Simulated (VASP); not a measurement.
# HfO2 (Fm-3m) in VASP: further runs

Runs on HfO2. Level: PBE. Tasks: single point.

All numbers are computed with VASP 6.6.1; they aren't measurements. Logs are shortened: lines on timing, memory, paths and dates and some standing lists are left out, and cuts for length are marked.

## Step 1: The cell of the first run

The structure is cubic, space group Fm-3m (No. 225). Conventional cell: a = 5.028 Å, b = 5.028 Å, c = 5.028 Å, α = 90.00°, β = 90.00°, γ = 90.00°. Within 2.9 Å of Hf (site symmetry m-3m) lie 8 O at 2.18 Å. Within 2.9 Å of O (site symmetry -43m) lie 4 Hf at 2.18 Å and 6 O at 2.51 Å.

## Step 2: Single point, PBE

File INCAR:

```
ALGO = Normal
EDIFF = 1E-6
ENCUT = 600
GGA = PE
GGA_COMPAT = False
ISIF = 2
ISMEAR = 0
LASPH = True
LCHARG = False
LREAL = False
LWAVE = False
NBANDS = 18
NELM = 120
PREC = Accurate
SIGMA = 0.01
```

File KPOINTS:

```
k-points
0
Gamma
  3 3 3
```

File POSCAR:

```
HfO2
1.0
    0.0000000000      2.5139318800      2.5139318800
    2.5139318800      0.0000000000      2.5139318800
    2.5139318800      2.5139318800      0.0000000000
Hf O
1 2
Direct
    0.0000000000      0.0000000000      0.0000000000
    0.2500000000      0.2500000000      0.2500000000
    0.7500000000      0.7500000000      0.7500000000
```

Potentials or basis: VASP PAW PBE potentials, release 64 (Hf_pv, O).

Launch:

```
cat potpaw_PBE.64/Hf_pv/POTCAR potpaw_PBE.64/O/POTCAR > POTCAR
mpirun -np 1 vasp_std > vasp.out
```

OUTCAR:

```text
EDIFF = 1E-6
   ENCUT = 600
   GGA = PE
   ISIF = 2
   ISMEAR = 0
   LASPH = True
   LREAL = False
   NELM = 120
   PREC = Accurate

 ion  position               nearest neighbor table
   1  0.000  0.000  0.000-   2 2.18   3 2.18   3 2.18   3 2.18   3 2.18   2 2.18   2 2.18   2 2.18

   2  0.250  0.250  0.250-   1 2.18   1 2.18   1 2.18   1 2.18
   3  0.750  0.750  0.750-   1 2.18   1 2.18   1 2.18   1 2.18

  LATTYP: Found a face centered cubic cell.
 ALAT       =     5.0278637600

  Lattice vectors:

 A1 = (   0.0000000000,   2.5139318800,   2.5139318800)
 A2 = (   2.5139318800,   0.0000000000,   2.5139318800)
 A3 = (   2.5139318800,   2.5139318800,   0.0000000000)

Analysis of symmetry for initial positions (statically):
=====================================================================
 Subroutine PRICEL returns:
 Original cell was already a primitive cell.

 Routine SETGRP: Setting up the symmetry group for a
 face centered cubic supercell.

 Subroutine GETGRP returns: Found 48 space group operations
 (whereof 48 operations were pure point group operations)
 out of a pool of 48 trial point group operations.

The static configuration has the point symmetry O_h .

Analysis of symmetry for dynamics (positions and initial velocities):
=====================================================================
 Subroutine PRICEL returns:
 Original cell was already a primitive cell.

 Routine SETGRP: Setting up the symmetry group for a
 face centered cubic supercell.

 Subroutine GETGRP returns: Found 48 space group operations
 (whereof 48 operations were pure point group operations)
 out of a pool of 48 trial point group operations.

The dynamic configuration has the point symmetry O_h .

 Subroutine INISYM returns: Found 48 space group operations
 (whereof 48 operations are pure point group operations),
 and found     1 'primitive' translations

----------------------------------------------------------------------------------------

                                     Primitive cell

  volume of cell :      31.7754

  direct lattice vectors                    reciprocal lattice vectors
     0.000000000  2.513931880  2.513931880    -0.198891626  0.198891626  0.198891626
     2.513931880  0.000000000  2.513931880     0.198891626 -0.198891626  0.198891626
     2.513931880  2.513931880  0.000000000     0.198891626  0.198891626 -0.198891626

  length of vectors
     3.555236560  3.555236560  3.555236560     0.344490402  0.344490402  0.344490402

  position of ions in fractional coordinates (direct lattice)
     0.000000000  0.000000000  0.000000000
     0.250000000  0.250000000  0.250000000
     0.750000000  0.750000000  0.750000000

  ion indices of the primitive-cell ions
   primitive index   ion index
                 1           1
                 2           2
                 3           3

----------------------------------------------------------------------------------------

 KPOINTS: k-points

Automatic generation of k-mesh.
 Grid dimensions read from file:
 generate k-points for:    3    3    3

 Generating k-lattice:

  Cartesian coordinates                     Fractional coordinates (reciprocal lattice)
    -0.066297209  0.066297209  0.066297209     0.333333333  0.000000000  0.000000000
     0.066297209 -0.066297209  0.066297209     0.000000000  0.333333333  0.000000000
     0.066297209  0.066297209 -0.066297209     0.000000000  0.000000000  0.333333333

  Length of vectors
     0.114830134  0.114830134  0.114830134

  Shift w.r.t. Gamma in fractional coordinates (k-lattice)
     0.000000000  0.000000000  0.000000000

 Subroutine IBZKPT returns following result:
 ===========================================

 Found      4 irreducible k-points:

 Following reciprocal coordinates:
            Coordinates               Weight
  0.000000  0.000000  0.000000      1.000000
  0.333333  0.000000  0.000000      8.000000
  0.333333  0.333333  0.000000      6.000000
 -0.333333  0.333333  0.000000     12.000000
   k-points           NKPTS =      4   k-points in BZ     NKDIM =      4   number of bands    NBANDS=     18
   number of dos      NEDOS =    301   number of ions     NIONS =      3
   total plane-waves  NPLWV =  21952
   dimension x,y,z NGX =    28 NGY =   28 NGZ =   28
   dimension x,y,z NGXF=    56 NGYF=   56 NGZF=   56
   ions per type =               1   2
   NGX,Y,Z   is equivalent  to a cutoff of  13.09, 13.09, 13.09 a.u.
   NGXF,Y,Z  is equivalent  to a cutoff of  26.19, 26.19, 26.19 a.u.
 SYSTEM =  unknown system
   PREC   = accura    normal or accurate (medium, high low for compatibility)
   ISTART =      0    job   : 0-new  1-cont  2-samecut
   ICHARG =      2    charge: 1-file 2-atom 10-const
   ISPIN  =      1    spin polarized calculation?
   LNONCOLLINEAR =      F non collinear calculations
   LSORBIT =      F    spin-orbit coupling
   LASPH  =      T    aspherical Exc in radial PAW
   ENCUT  =  600.0 eV  44.10 Ry    6.64 a.u.   7.10  7.10  7.10*2*pi/ulx,y,z
   NELM   =    120;   NELMIN=  2; NELMDL= -5     # of ELM steps
   EDIFF  = 0.1E-05   stopping-criterion for ELM
   LREAL  =      F    real-space projection
   EDIFFG = 0.1E-04   stopping-criterion for IOM
   NSW    =      0    number of steps for IOM
   IBRION =     -1    ionic relax: 0-MD 1-quasi-New 2-CG
   NFREE  =      0    steps in history (QN), initial steepest desc. (CG)
   ISIF   =      2    stress and relaxation
   ISYM   =      2    0-nonsym 1-usesym 2-fastsym
   POTIM  = 0.5000    time-step for ionic-motion
   TEBEG  =    0.0;   TEEND  =   0.0 temperature during run
   PSTRESS=    0.0 pullay stress
   NELECT =      22.0000    total number of electrons
   NUPDOWN=      -1.0000    fix difference up-down
   EMIN   =  10.00;   EMAX   =-10.00  energy-range for DOS
   EFERMI =   0.00;   METHOD = LEGACY
   ISMEAR =     0;   SIGMA  =   0.01  broadening in eV -4-tet -1-fermi 0-gaus
   EFERMI_NEDOS =   21; number of points for ismear=-14 and -15
   IALGO  =     38    algorithm
   IMIX   =      4    mixing-type and parameters
     AMIX     =   0.40;   BMIX     =  1.00
     AMIX_MAG =   1.60;   BMIX_MAG =  1.00
  volume/ion in A,a.u.               =      10.59        71.48
  Fermi-wavevector in a.u.,A,eV,Ry     =   1.448279  2.736850 28.538382  2.097512
  Thomas-Fermi vector in A             =   2.566138
   LORBIT       =      0    0 simple, 1 ext, 2 COOP (PROOUT), +10 PAW based schemes
   GGA     = PE    functional components
   LHFCALC =     F    Hartree Fock is set to
   AEXX    =    0.0000 exact exchange contribution
   IVDW    =     0    specifies the selected vdW correction
   LEPSILON=     F    determine dielectric tensor
   LRPA    =     F    only Hartree local field effects (RPA)
 non-spin polarized calculation
 Gauss-broadening in eV      SIGMA  =   0.01
  energy-cutoff  :      600.00
  volume of cell :       31.78
 maximum number of plane-waves:      1067
   NGX = 15   NGY = 15   NGZ = 15

 number of electron      21.9999995 magnetization

 Free energy of the ion-electron system (eV)
  ---------------------------------------------------
  ext. energy  EPLUGINS =         0.00000000
  ---------------------------------------------------
  free energy    TOTEN  =       -30.22489985 eV

  energy without entropy =      -30.22489985  energy(sigma->0) =      -30.22489985

 E-fermi :   3.9377     XC(G=0): -11.9698

 val. band max:        3.8796424157   @ k =   0.0000   0.0000   0.0000
 cond. band min:       8.4371828981   @ k =   0.0000   0.0000   0.0000
 fundamental gap:      4.5575404824
 Fermi energy:         3.9377399077

 k-point     1 :       0.0000    0.0000    0.0000
  band No.  band energies     occupation
      1     -25.0758      2.00000
      2     -25.0758      2.00000
      3     -25.0758      2.00000
      4     -14.3912      2.00000
      5     -11.2315      2.00000
      6      -1.0011      2.00000
[... 10 lines left out ...]
     17      15.2390      0.00000
     18      18.1518      0.00000

 k-point     2 :       0.3333    0.0000    0.0000
  band No.  band energies     occupation
      1     -25.4475      2.00000
      2     -25.1176      2.00000
      3     -25.1176      2.00000
      4     -13.3281      2.00000
      5     -11.9231      2.00000
      6      -0.1927      2.00000
[... 10 lines left out ...]
     17      14.3086      0.00000
     18      16.9871      0.00000

 k-point     3 :       0.3333    0.3333    0.0000
  band No.  band energies     occupation
      1     -25.4718      2.00000
      2     -25.1792      2.00000
      3     -25.1792      2.00000
      4     -12.7389      2.00000
      5     -12.3007      2.00000
      6      -0.9425      2.00000
[... 10 lines left out ...]
     17      14.3244      0.00000
     18      18.1070      0.00000

 k-point     4 :      -0.3333    0.3333    0.0000
  band No.  band energies     occupation
      1     -25.4212      2.00000
      2     -25.3886      2.00000
      3     -25.1693      2.00000
      4     -12.5372      2.00000
      5     -12.2271      2.00000
      6      -1.0359      2.00000
[... 10 lines left out ...]
     17      16.6873      0.00000
     18      18.0624      0.00000

------------------------ aborting loop because EDIFF is reached ----------------------------------------

  FORCE on cell =-STRESS in cart. coord.  units (eV):
  Direction    XX          YY          ZZ          XY          YZ          ZX
  --------------------------------------------------------------------------------------
  -------------------------------------------------------------------------------------
  Total        1.3477743      1.3477743      1.3477743      0.0000000     -0.0000000      0.0000000
  in kB       67.9574737     67.9574737     67.9574737      0.0000000     -0.0000000      0.0000000
  external PRESSURE =      67.9574737 kB  Pullay stress =       0.0000000 kB

 VOLUME and BASIS-vectors are now :
 -----------------------------------------------------------------------------
  energy-cutoff  :      600.00
  volume of cell :       31.78
      direct lattice vectors                 reciprocal lattice vectors
     0.000000000  2.513931880  2.513931880    -0.198891626  0.198891626  0.198891626
     2.513931880  0.000000000  2.513931880     0.198891626 -0.198891626  0.198891626
     2.513931880  2.513931880  0.000000000     0.198891626  0.198891626 -0.198891626

 POSITION                                       TOTAL-FORCE (eV/Angst)
 -----------------------------------------------------------------------------------
      0.00000      0.00000      0.00000        -0.000000     -0.000000     -0.000000
      1.25697      1.25697      1.25697        -0.000000     -0.000000      0.000000
      3.77090      3.77090      3.77090         0.000000      0.000000     -0.000000
 -----------------------------------------------------------------------------------
    total drift:                                0.000000      0.000000      0.000000

  FREE ENERGIE OF THE ION-ELECTRON SYSTEM (eV)
  ---------------------------------------------------
  free  energy   TOTEN  =       -30.2248998472 eV

  energy  without entropy=      -30.2248998472  energy(sigma->0) =      -30.22489985
```

Wall time 4 s (1 thread of AMD EPYC 9R14 (Zen 4), shared host); peak memory 0.12 GiB.

Results:

```
Free energy            : -30.2249 eV
Pressure               : 6.8 GPa
Band gap on the k mesh : 4.56 eV, direct
```

Levels at points of the mesh, in eV from the valence-band top:
| k point | band 8 | band 9 | band 10 | band 11 | band 12 | band 13 | band 14 | band 15 |
| --- | --- | --- | --- | --- | --- | --- | --- | --- |
| (0.00, 0.00, 0.00) | -4.88 | 0.00 | 0.00 | 0.00 | 4.56 | 4.56 | 6.66 | 11.36 |

Caveat: the k points lie up to 0.72 Å⁻¹ apart; spin-orbit coupling is left out, which moves the levels of the heavy elements.

[end of part 1 of 2]
